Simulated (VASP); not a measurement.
# Si4F (I4/mmm) in VASP: a series of runs

The runs below take Si4F through relaxation of cell and atoms, single point, with PBE.

All numbers are computed with VASP 6.6.1; they aren't measurements. Logs are shortened: lines on timing, memory, paths and dates and some standing lists are left out, and cuts for length are marked.

## (1) The cell of the first run

The structure is tetragonal, space group I4/mmm (No. 139). The conventional cell has a = 4.088 Å, b = 4.088 Å, c = 10.200 Å, α = 90.00°, β = 90.00°, γ = 90.00°. Si (site symmetry -4m2) has 8 Si at 2.53 to 2.89 Å and 4 F at 3.27 Å within 3.3 Å. Si (site symmetry 4mm) has 5 Si at 2.13 to 2.53 Å within 2.8 Å. Within 4.1 Å of F (site symmetry 4/mmm) lie 18 Si at 3.08 to 4.04 Å and 4 F at 4.09 Å.

The cell was generated, and may not be a known phase.

## (2) Relaxation of cell and atoms, PBE

Input file INCAR:

```
SYSTEM = Si4F
PREC     = Accurate       ! precision mode
ENCUT    = 600            ! plane-wave cutoff, eV
EDIFF    = 1E-6           ! SCF threshold, eV
ISMEAR   = 0              ! smearing method
SIGMA    = 0.1            ! smearing width, eV
LREAL    = .FALSE.        ! projectors in reciprocal space
LASPH    = .TRUE.         ! aspherical terms in the spheres
NELM     = 60             ! most SCF steps
ALGO     = Normal         ! electronic algorithm
ISIF     = 3              ! what is computed and relaxed
LWAVE    = .FALSE.        ! write WAVECAR
LCHARG   = .FALSE.        ! write CHGCAR
GGA      = PE             ! functional
IBRION   = 2              ! ionic algorithm
NSW      = 90             ! ionic steps
EDIFFG   = -0.04          ! ionic threshold
```

Input file KPOINTS:

```
Automatic mesh
0
G
  6 6 6
  0 0 0
```

Input file POSCAR:

```
Si4F
1.0
   -2.0441001700      2.0441001700      5.0999434600
    2.0441001700     -2.0441001700      5.0999434600
    2.0441001700      2.0441001700     -5.0999434600
Si F
4 1
Direct
    0.7500000000      0.2500000000      0.5000000000
    0.2500000000      0.7500000000      0.5000000000
    0.3957180100      0.3957180100      0.0000000000
    0.6042819900      0.6042819900      0.0000000000
    0.0000000000      0.0000000000      0.0000000000
```

Potentials or basis: VASP PAW PBE potentials, release 64 (Si, F).

Command:

```sh
$ cat potpaw_PBE.64/Si/POTCAR potpaw_PBE.64/F/POTCAR > POTCAR
$ mpirun -np 1 vasp_std > vasp.out
```

OUTCAR:

```text
SYSTEM = Si4F
   PREC = Accurate
   ENCUT = 600
   EDIFF = 1E-6
   ISMEAR = 0
   LREAL = .FALSE.
   LASPH = .TRUE.
   NELM = 60
   ISIF = 3
   GGA = PE
   IBRION = 2
   NSW = 90
   EDIFFG = -0.04

 ion  position               nearest neighbor table
   1  0.750  0.250  0.500-   3 2.53   4 2.53   3 2.53   4 2.53   2 2.89   2 2.89   2 2.89   2 2.89

   2  0.250  0.750  0.500-   3 2.53   4 2.53   3 2.53   4 2.53   1 2.89   1 2.89   1 2.89   1 2.89

   3  0.396  0.396  0.000-   4 2.13   2 2.53   1 2.53   2 2.53   1 2.53
   4  0.604  0.604  0.000-   3 2.13   1 2.53   2 2.53   1 2.53   2 2.53
   5  0.000  0.000  0.000-

  LATTYP: Found a body centered tetragonal cell.
 ALAT       =     4.0882003400
 C/A-ratio  =     2.4949577006

  Lattice vectors:

 A1 = (  -2.0441001700,   2.0441001700,   5.0999434600)
 A2 = (   2.0441001700,  -2.0441001700,   5.0999434600)
 A3 = (   2.0441001700,   2.0441001700,  -5.0999434600)

Analysis of symmetry for initial positions (statically):
=====================================================================
 Subroutine PRICEL returns:
 Original cell was already a primitive cell.

 Routine SETGRP: Setting up the symmetry group for a
 body centered tetragonal supercell.

 Subroutine GETGRP returns: Found 16 space group operations
 (whereof 16 operations were pure point group operations)
 out of a pool of 16 trial point group operations.

The static configuration has the point symmetry D_4h.

Analysis of symmetry for dynamics (positions and initial velocities):
=====================================================================
 Subroutine PRICEL returns:
 Original cell was already a primitive cell.

 Routine SETGRP: Setting up the symmetry group for a
 body centered tetragonal supercell.

 Subroutine GETGRP returns: Found 16 space group operations
 (whereof 16 operations were pure point group operations)
 out of a pool of 16 trial point group operations.

The dynamic configuration has the point symmetry D_4h.

 Subroutine INISYM returns: Found 16 space group operations
 (whereof 16 operations are pure point group operations),
 and found     1 'primitive' translations

----------------------------------------------------------------------------------------

                                     Primitive cell

  volume of cell :      85.2373

  direct lattice vectors                    reciprocal lattice vectors
    -2.044100170  2.044100170  5.099943460     0.000000000  0.244606408  0.098040303
     2.044100170 -2.044100170  5.099943460     0.244606408  0.000000000  0.098040303
     2.044100170  2.044100170 -5.099943460     0.244606408  0.244606408  0.000000000

  length of vectors
     5.862261876  5.862261876  5.862261876     0.263522666  0.263522666  0.345925700

  position of ions in fractional coordinates (direct lattice)
     0.750000000  0.250000000  0.500000000
     0.250000000  0.750000000  0.500000000
     0.395718010  0.395718010  0.000000000
     0.604281990  0.604281990  0.000000000
     0.000000000  0.000000000  0.000000000

  ion indices of the primitive-cell ions
   primitive index   ion index
                 1           1
                 2           2
                 3           3
                 4           4
                 5           5

----------------------------------------------------------------------------------------

 KPOINTS: Automatic mesh

Automatic generation of k-mesh.
 Grid dimensions read from file:
 generate k-points for:    6    6    6

 Generating k-lattice:

  Cartesian coordinates                     Fractional coordinates (reciprocal lattice)
     0.000000000  0.040767735  0.016340050     0.166666667  0.000000000  0.000000000
     0.040767735  0.000000000  0.016340050     0.000000000  0.166666667  0.000000000
     0.040767735  0.040767735  0.000000000     0.000000000  0.000000000  0.166666667

  Length of vectors
     0.043920444  0.043920444  0.057654283

  Shift w.r.t. Gamma in fractional coordinates (k-lattice)
     0.000000000  0.000000000  0.000000000

 Subroutine IBZKPT returns following result:
 ===========================================

 Found     30 irreducible k-points:

 Following reciprocal coordinates:
            Coordinates               Weight
  0.000000  0.000000  0.000000      1.000000
  0.166667  0.000000  0.000000      8.000000
  0.333333  0.000000  0.000000      8.000000
  0.500000 -0.000000  0.000000      4.000000
  0.166667  0.166667 -0.000000      8.000000
  0.333333  0.166667 -0.000000     16.000000
[... 16 lines left out ...]
 -0.333333 -0.333333  0.166667      8.000000
 -0.166667 -0.333333  0.166667      8.000000
 [... further k-points ...]
   k-points           NKPTS =     30   k-points in BZ     NKDIM =     30   number of bands    NBANDS=     15
   number of dos      NEDOS =    301   number of ions     NIONS =      5
   total plane-waves  NPLWV = 110592
   dimension x,y,z NGX =    48 NGY =   48 NGZ =   48
[... 26 lines left out ...]
   NUPDOWN=      -1.0000    fix difference up-down
   EMIN   =  10.00;   EMAX   =-10.00  energy-range for DOS
   EFERMI =   0.00;   METHOD = LEGACY
   ISMEAR =     0;   SIGMA  =   0.10  broadening in eV -4-tet -1-fermi 0-gaus
   EFERMI_NEDOS =   21; number of points for ismear=-14 and -15
   IALGO  =     38    algorithm
   IMIX   =      4    mixing-type and parameters
     AMIX     =   0.40;   BMIX     =  1.00
     AMIX_MAG =   1.60;   BMIX_MAG =  1.00
  volume/ion in A,a.u.               =      17.05       115.04
  Fermi-wavevector in a.u.,A,eV,Ry     =   1.057891  1.999124 15.226731  1.119133
  Thomas-Fermi vector in A             =   2.193180
   LORBIT       =      0    0 simple, 1 ext, 2 COOP (PROOUT), +10 PAW based schemes
   GGA     = PE    functional components
   LHFCALC =     F    Hartree Fock is set to
   AEXX    =    0.0000 exact exchange contribution
   IVDW    =     0    specifies the selected vdW correction
   LEPSILON=     F    determine dielectric tensor
   LRPA    =     F    only Hartree local field effects (RPA)
 conjugate gradient relaxation of ions
 non-spin polarized calculation
 Gauss-broadening in eV      SIGMA  =   0.10
  energy-cutoff  :      600.00
  volume of cell :       85.24
 maximum number of plane-waves:      2873
   NGX = 23   NGY = 23   NGZ = 23

--------------------------------------- Ionic step        1  -------------------------------------------

 number of electron      23.0000002 magnetization

 Free energy of the ion-electron system (eV)
  ---------------------------------------------------
  ext. energy  EPLUGINS =         0.00000000
  ---------------------------------------------------
  free energy    TOTEN  =       -23.62318024 eV

  energy without entropy =      -23.61425200  energy(sigma->0) =      -23.61871612

------------------------ aborting loop because EDIFF is reached ----------------------------------------

  FORCE on cell =-STRESS in cart. coord.  units (eV):
  Direction    XX          YY          ZZ          XY          YZ          ZX
  --------------------------------------------------------------------------------------
  -------------------------------------------------------------------------------------
  Total       -2.4100139     -2.4100139     -0.8983020      0.0000000      0.0000000      0.0000000
  in kB      -45.3002314    -45.3002314    -16.8850844      0.0000000      0.0000000      0.0000000
  external PRESSURE =     -35.8285158 kB  Pullay stress =       0.0000000 kB
[... 98 lines left out ...]
  FREE ENERGIE OF THE ION-ELECTRON SYSTEM (eV)
  ---------------------------------------------------
  free  energy   TOTEN  =       -24.2211222131 eV

  energy  without entropy=      -24.2160898837  energy(sigma->0) =      -24.21860605

 E-fermi :   6.5276     XC(G=0): -10.0733

 val. band max:        6.5254327741   @ k =  -0.3333   0.5000   0.1667
 cond. band min:       6.5819135633   @ k =   0.3333   0.3333   0.1667
 fundamental gap:      0.0564807892
 Fermi energy:         6.5276123701

 k-point     1 :       0.0000    0.0000    0.0000
  band No.  band energies     occupation
      1     -14.8238      2.00000
      2      -6.5889      2.00000
      3      -1.0148      2.00000
      4       0.2569      2.00000
      5       1.8863      2.00000
      6       1.8863      2.00000
      7       2.2960      2.00000
      8       3.0810      2.00000
      9       3.1669      2.00000
     10       3.1669      2.00000
     11       5.9828      2.00000
     12       5.9828      2.00000
     13       6.9702      0.00000
     14       7.1525      0.00000
[... 403 lines left out ...]
      4       0.0188      2.00000
      5       1.7730      2.00000
      6       2.0882      2.00000
      7       3.1328      2.00000
      8       3.4855      2.00000
      9       3.6778      2.00000
     10       4.3031      2.00000
     11       5.2199      2.00000
     12       5.7997      2.00000
     13       7.3299      0.00000
     14       7.8711      0.00000
     15       9.6159      0.00000

 [... further k-points ...]

[... ionic steps 4 to 8 ...]

--------------------------------------- Ionic step        9  -------------------------------------------

 number of electron      22.9999997 magnetization

------------------------ aborting loop because EDIFF is reached ----------------------------------------
[... 73 lines left out ...]
--------------------------------------- Ionic step       11  -------------------------------------------

 number of electron      22.9999998 magnetization

 Free energy of the ion-electron system (eV)
  ---------------------------------------------------
  ext. energy  EPLUGINS =         0.00000000
  ---------------------------------------------------
  free energy    TOTEN  =       -24.40915351 eV

  energy without entropy =      -24.40372013  energy(sigma->0) =      -24.40643682

 E-fermi :   5.6543     XC(G=0):  -9.8975

 val. band max:        5.5110489258   @ k =  -0.3333   0.5000   0.1667
 cond. band min:       5.6561353896   @ k =   0.3333   0.1667  -0.0000
 fundamental gap:      0.1450864638
 Fermi energy:         5.6543326871

 k-point     1 :       0.0000    0.0000    0.0000
  band No.  band energies     occupation
      1     -15.2359      2.00000
      2      -6.6500      2.00000
      3      -0.8605      2.00000
      4       0.2018      2.00000
      5       1.3279      2.00000
      6       1.4476      2.00000
      7       1.4476      2.00000
      8       2.4929      2.00000
      9       2.8066      2.00000
     10       2.8066      2.00000
     11       5.1612      2.00000
     12       5.1612      2.00000
     13       6.3167      0.00000
     14       6.8162      0.00000
[... 447 lines left out ...]
  FREE ENERGIE OF THE ION-ELECTRON SYSTEM (eV)
  ---------------------------------------------------
  free  energy   TOTEN  =       -24.4091535101 eV

  energy  without entropy=      -24.4037201341  energy(sigma->0) =      -24.40643682

 reached required accuracy - stopping structural energy minimisation
```

It took 4.6 min on 1 thread of Intel Xeon 6975P-C (Granite Rapids), shared host; peak memory 0.34 GiB.

Results:

* Free energy: -24.4092 eV
* Relaxed volume: 16.59 Å³/atom
* Relaxed cell: a = 5.520 Å, b = 5.520 Å, c = 5.520 Å, α = 134.98°, β = 134.98°, γ = 65.57°
* Space group after relaxing (to 0.1 Å): I4/mmm (No. 139)
* Energy gained by relaxing: 157.2 meV/atom
* Ionic steps: 11
* Pressure after relaxing: 0.0 GPa
* Largest force after relaxing: 0.011 eV/Å
* Band gap on the k mesh: zero (an odd number of electrons rules out a gap without spin polarisation)

Forces on the atoms (eV/Å):
```
Si   0.000  0.000  0.000
Si   0.000  0.000  0.000
Si   0.000  0.000  0.011
Si   0.000  0.000 -0.011
F    0.000  0.000  0.000
```

Stress tensor (GPa, compression positive):
```
 0.05  0.00  0.00
 0.00  0.05  0.00
 0.00  0.00 -0.15
```

Step by step:
| step | energy change (eV) | largest force (eV/Å) | pressure (GPa) | volume (Å³) |
| --- | --- | --- | --- | --- |
| 1 | 0.0000 | 4.6837 | -3.58 | 85.24 |
| 2 | -0.2979 | 2.6608 | 3.36 | 80.61 |
| 3 | -0.5979 | 0.0182 | -1.72 | 82.61 |
| 4 | -0.6715 | 0.0132 | 1.19 | 80.49 |
| 5 | -0.6830 | 0.0175 | 2.68 | 79.53 |
| 6 | -0.7445 | 0.4276 | 1.18 | 81.20 |
| 7 | -0.7619 | 0.8146 | 0.00 | 82.61 |
| 8 | -0.7816 | 0.0469 | -1.16 | 84.05 |
| 9 | -0.7832 | 0.1330 | -0.91 | 83.73 |
| 10 | -0.7858 | 0.0499 | 0.21 | 82.72 |
| 11 | -0.7860 | 0.0114 | -0.02 | 82.93 |

Final structure:
```cif
data_structure
_symmetry_space_group_name_H-M 'P 1'
_symmetry_Int_Tables_number 1
_cell_length_a 5.5203
_cell_length_b 5.5203
_cell_length_c 5.5203
_cell_angle_alpha 134.976
_cell_angle_beta 134.976
_cell_angle_gamma 65.568
_cell_volume 82.93
loop_
_atom_site_label
_atom_site_type_symbol
_atom_site_fract_x
_atom_site_fract_y
_atom_site_fract_z
_atom_site_occupancy
Si1 Si 0.75000 0.25000 0.50000 1
Si2 Si 0.25000 0.75000 0.50000 1
Si3 Si 0.37720 0.37720 0.00000 1
Si4 Si 0.62280 0.62280 0.00000 1
F1 F 0.00000 0.00000 0.00000 1
```

Caveat: an odd number of electrons without spin polarisation forces a metal; a magnetic or distorted state may lie lower.

## (3) Single point, PBE

This run uses another cell than the first one, of 16.58 Å³/atom.

Input file INCAR:

```
SYSTEM = Si4F
ALGO = Normal
EDIFF = 1E-6
ENCUT = 520
GGA = PE
ISIF = 2
ISMEAR = 0
LASPH = .True.
LCHARG = .False.
LREAL = .False.
LWAVE = .False.
NBANDS = 20
NELM = 100
PREC = Accurate
SIGMA = 0.1
```

Input file KPOINTS:

```
k-points
0
Gamma
  12 12 12
  0 0 0
```

Input file POSCAR:

```
Si4F
1.0
   -2.1070312514      2.1070312514      4.6670839257
    2.1070312514     -2.1070312514      4.6670839257
    2.1070312514      2.1070312514     -4.6670839257
Si F
4 1
Direct
    0.7500000000      0.2500000000      0.5000000000
    0.2500000000      0.7500000000      0.5000000000
    0.3777043319      0.3777043319      0.0000000000
    0.6222956681      0.6222956681      0.0000000000
    0.0000000000      0.0000000000      0.0000000000
```

Potentials or basis: VASP PAW PBE potentials, release 64 (Si, F).

Command:

```sh
$ cat potpaw_PBE.64/Si/POTCAR potpaw_PBE.64/F/POTCAR > POTCAR
$ mpirun -np 1 vasp_std > vasp.out
```

Wall time 3.5 min (1 thread of Intel Xeon 6975P-C (Granite Rapids), shared host); peak memory 0.39 GiB.

Results (log left out):

| Item | Value |
| --- | --- |
| Free energy | -24.4277 eV |
| Pressure | -0.1 GPa |
| Largest force | 0.004 eV/Å |
| Band gap on the k mesh | zero (an odd number of electrons rules out a gap without spin polarisation) |

Forces on the atoms (eV/Å):
```
Si   0.000  0.000  0.000
Si   0.000  0.000  0.000
Si   0.000  0.000  0.004
Si   0.000  0.000 -0.004
F    0.000  0.000  0.000
```

Levels at points of the mesh, in eV from the Fermi level:
| k point | band 10 | band 11 | band 12 | band 13 | band 14 | band 15 |
| --- | --- | --- | --- | --- | --- | --- |
| (0.00, 0.00, 0.00) | -2.86 | -0.48 | -0.48 | 0.66 | 1.13 | 3.93 |
| (0.50, 0.00, 0.00) | -2.04 | -1.62 | -0.47 | 0.34 | 2.41 | 2.98 |
| (0.50, 0.50, 0.00) | -1.85 | -1.07 | 1.60 | 2.93 | 3.43 | 4.90 |
| (0.50, 0.50, 0.50) | -1.69 | 0.23 | 0.38 | 0.38 | 1.73 | 2.40 |

Caveat: an odd number of electrons without spin polarisation forces a metal; a magnetic or distorted state may lie lower.

## (4) Relaxation of cell and atoms, PBE

This run uses another cell than the first one, of 16.57 Å³/atom.

Input file INCAR:

```
SYSTEM = Si4F
  PREC = Accurate
  ENCUT = 600
  EDIFF = 1E-6
  ISMEAR = 0
  SIGMA = 0.1
  LREAL = .False.
  LASPH = .True.
  NELM = 80
  ALGO = Normal
  ISIF = 3
  LWAVE = .False.
  LCHARG = .False.
  GGA = PE
  IBRION = 2
  NSW = 100
  EDIFFG = -0.01
```

Input file KPOINTS:

```
Automatic mesh
0
Gamma
  12 12 12
  0 0 0
```

Input file POSCAR:

```
Si4F
1.0
   -2.1115983263      2.1115983263      4.6456514831
    2.1115983263     -2.1115983263      4.6456514831
    2.1115983263      2.1115983263     -4.6456514831
Si F
4 1
Direct
    0.7500000000      0.2500000000      0.5000000000
    0.2500000000      0.7500000000      0.5000000000
    0.3773779535      0.3773779535      0.0000000000
    0.6226220465      0.6226220465      0.0000000000
    0.0000000000      0.0000000000      0.0000000000
```

Command:

```sh
$ cat potpaw_PBE.64/Si/POTCAR potpaw_PBE.64/F/POTCAR > POTCAR
$ mpirun -np 1 vasp_std > vasp.out
```

Wall time 8.8 min (1 thread of Intel Xeon 6975P-C (Granite Rapids), shared host); peak memory 0.47 GiB.

The run converged. Its results:

| Property | Result |
| --- | --- |
| Free energy | -24.4297 eV |
| Relaxed volume | 16.54 Å³/atom |
| Relaxed cell | a = 5.534 Å, b = 5.534 Å, c = 5.534 Å, α = 135.28°, β = 135.28°, γ = 65.10° |
| Space group after relaxing (to 0.1 Å) | I4/mmm (No. 139) |
| Energy gained by relaxing | 0.1 meV/atom |
| Ionic steps | 5 |
| Pressure after relaxing | 0.0 GPa |
| Band gap on the k mesh | zero (an odd number of electrons rules out a gap without spin polarisation) |

The path:
| step | energy change (eV) | largest force (eV/Å) | pressure (GPa) | volume (Å³) |
| --- | --- | --- | --- | --- |
| 1 | 0.0000 | 0.0063 | -0.07 | 82.86 |
| 2 | -0.0002 | 0.0414 | 0.00 | 82.78 |
| 3 | -0.0003 | 0.0616 | 0.05 | 82.74 |
| 4 | -0.0004 | 0.0423 | 0.04 | 82.72 |
| 5 | -0.0005 | 0.0016 | 0.05 | 82.69 |

Final structure:
```cif
data_structure
_symmetry_space_group_name_H-M 'P 1'
_symmetry_Int_Tables_number 1
_cell_length_a 5.5336
_cell_length_b 5.5336
_cell_length_c 5.5336
_cell_angle_alpha 135.278
_cell_angle_beta 135.278
_cell_angle_gamma 65.098
_cell_volume 82.69
loop_
_atom_site_label
_atom_site_type_symbol
_atom_site_fract_x
_atom_site_fract_y
_atom_site_fract_z
_atom_site_occupancy
Si1 Si 0.75000 0.25000 0.50000 1
Si2 Si 0.25000 0.75000 0.50000 1
Si3 Si 0.37774 0.37774 0.00000 1
Si4 Si 0.62226 0.62226 0.00000 1
F1 F 0.00000 0.00000 0.00000 1
```

Levels at points of the mesh, in eV from the Fermi level:
```tsv
k point	band 10	band 11	band 12	band 13	band 14	band 15
(0.00, 0.00, 0.00)	-2.87	-0.49	-0.49	0.65	1.12	3.94
(0.50, 0.00, 0.00)	-2.05	-1.63	-0.47	0.34	2.41	2.97
(0.50, 0.50, 0.00)	-1.86	-1.08	1.60	2.93	3.42	4.91
(0.50, 0.50, 0.50)	-1.70	0.22	0.38	0.38	1.73	2.42
```

Caveat: an odd number of electrons without spin polarisation forces a metal; a magnetic or distorted state may lie lower.

## (5) The runs side by side

| task | cell | k mesh | cutoff (eV) | gap on the mesh (eV) | pressure (GPa) | relaxed volume (Å³/atom) |
| --- | --- | --- | --- | --- | --- | --- |
| relaxation of cell and atoms | relaxed from a = 5.862 Å, angles 139.2, 139.2, 59.1°, 5 atoms, atomic positions A | 6 × 6 × 6 | 600 | none | 0.0 | 16.59 |
| single point | a = 5.537 Å, angles 135.3, 135.3, 65.1°, 5 atoms, atomic positions B | 12 × 12 × 12 | 520 | none | -0.1 | - |
| relaxation of cell and atoms | relaxed from a = 5.523 Å, angles 135.0, 135.0, 65.5°, 5 atoms, atomic positions C | 12 × 12 × 12 | 600 | none | 0.0 | 16.54 |

Alike in all rows: level PBE; potentials or basis VASP PAW PBE potentials, release 64 (Si, F); no spin polarisation; smearing gaussian 0.1 eV.

Caveats: an odd number of electrons without spin polarisation forces a metal; a magnetic or distorted state may lie lower.

Total energies depend on the potentials used, so only differences within one code and one set of settings carry meaning.

The gap in the log of VASP goes by the Fermi energy; the results here count the filled bands.